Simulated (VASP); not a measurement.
Input of a VASP 6.6.1 run:

File INCAR:

```
PREC = Accurate
ENCUT = 600
EDIFF = 1E-6
ISMEAR = -1
SIGMA = 0.05
LREAL = F
LASPH = T
NELM = 150
ALGO = Normal
ISIF = 3
LWAVE = F
LCHARG = F
ISPIN = 2
MAGMOM = 2 0
LORBIT = 11
LMAXMIX = 4
GGA = PE
IBRION = 2
NSW = 60
EDIFFG = -0.01
```

The input KPOINTS:

```
regular mesh
0
Gamma
  11 11 11
```

Contents of POSCAR:

```
CoO
1.0
    0.0000000000      2.1315016600      2.1315016600
    2.1315016600      0.0000000000      2.1315016600
    2.1315016600      2.1315016600      0.0000000000
Co O
1 1
Direct
    0.0000000000      0.0000000000      0.0000000000
    0.5000000000      0.5000000000      0.5000000000
```

Potentials or basis: VASP PAW PBE potentials, release 64 (Co, O).

Launch:

```sh
$ cat potpaw_PBE.64/Co/POTCAR potpaw_PBE.64/O/POTCAR > POTCAR
$ mpirun -np 1 vasp_std > vasp.out
```

(1) Predict the relaxed cell.

(2) Predict the site moments.

Results:

(1) a = 2.999 Å, b = 2.999 Å, c = 2.999 Å, α = 60.00°, β = 60.00°, γ = 60.00°.

(2) Co +2.53; O +0.29 μB.

Caveat: a cell with one magnetic atom can't hold antiferromagnetic order, which such compounds often take.
